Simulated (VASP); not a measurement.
A run of VASP 6.6.1 is set up as follows.

File INCAR:

```
  ALGO = Normal
  DIPOL = 0.5 0.5 0.316
  EDIFF = 1E-6
  ENCUT = 520
  IDIPOL = 3
  ISIF = 2
  ISMEAR = 0
  LASPH = T
  LCHARG = F
  LDIPOL = T
  LREAL = F
  LWAVE = F
  NBANDS = 44
  NELM = 80
  PREC = Accurate
  SIGMA = 0.1
```

KPOINTS

```
k-points
0
Gamma
  6 6 1
```

The input POSCAR:

```
Ta3H
1.0
    4.6002247492      0.0000000000      0.0000000000
   -2.3001123746      3.9839114959      0.0000000000
    0.0000000000      0.0000000000     22.4017722044
Ta H
6 2
Direct
    0.6666666667      0.3333333333      0.1785573018
    0.3333333333      0.6666666667      0.2204743848
    0.0000000000      0.0000000000      0.2623914678
    0.6666666667      0.3333333333      0.3016814391
    0.3333333333      0.6666666667      0.3385386112
    0.0000000000      0.0000000000      0.3750494438
    0.0904104196      0.6666666667      0.4237063085
    0.5762562471      0.6666666667      0.4237063085
```

Potentials or basis: VASP PAW LDA potentials, release 64 (Ta_pv, H).

The run is started by

```console
$ cat potpaw_LDA.64/Ta_pv/POTCAR potpaw_LDA.64/H/POTCAR > POTCAR
$ mpirun -np 1 vasp_std > vasp.out
```

**Question.** What does it give for the largest force?

**Answer.** 3.037 eV/Å.

**Question.** Estimate the band gap on the k mesh.

**Answer.** Zero (bands 34 and 35 overlap by 0.17 eV).

Forces on the atoms (eV/Å):
```
Ta   0.000  0.003  1.985
Ta   0.000  0.113 -0.870
Ta   0.000  0.062 -2.409
Ta   0.000 -0.259 -0.585
Ta   0.000  0.607  2.976
Ta   0.000 -1.123  1.674
H    0.142  0.299 -1.385
H   -0.142  0.299 -1.385
```

Caveat: spin-orbit coupling is left out, which moves the levels of the heavy elements.
